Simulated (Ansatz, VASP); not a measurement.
**Two plane-wave programs on P**

```
P
1.0
     1.66021   -5.63563    0.00000
     1.66021    5.63563    0.00000
     0.00000    0.00000    4.54129
P
4
Direct
  0.40593 0.59407 0.58590
  0.59407 0.40593 0.41410
  0.90593 0.09407 0.91410
  0.09407 0.90593 0.08590
```

Alike in both runs: functional PBE; k mesh 6 × 6 × 4; occupations gaussian, width 0.05 eV; no spin polarisation.

Ansatz relaxed the structure, and its values are those at the end. VASP's run is a single point on that final structure, the one shown.

|  | VASP | Ansatz |
| --- | --- | --- |
| version | VASP 6.6.1 | Ansatz 0.2.0 |
| potentials or method | VASP PAW PBE potentials, release 64 (P), cutoff 520 eV | scalar-relativistic, plane waves, PAW |
| valence electrons in the cell | 20 | 20 |

```tsv
	VASP	Ansatz	Ansatz less VASP
pressure (GPa)	-0.2	0.1	+0.30
rms of the force components (eV/Å)	0.023	0.009	-0.0143
```
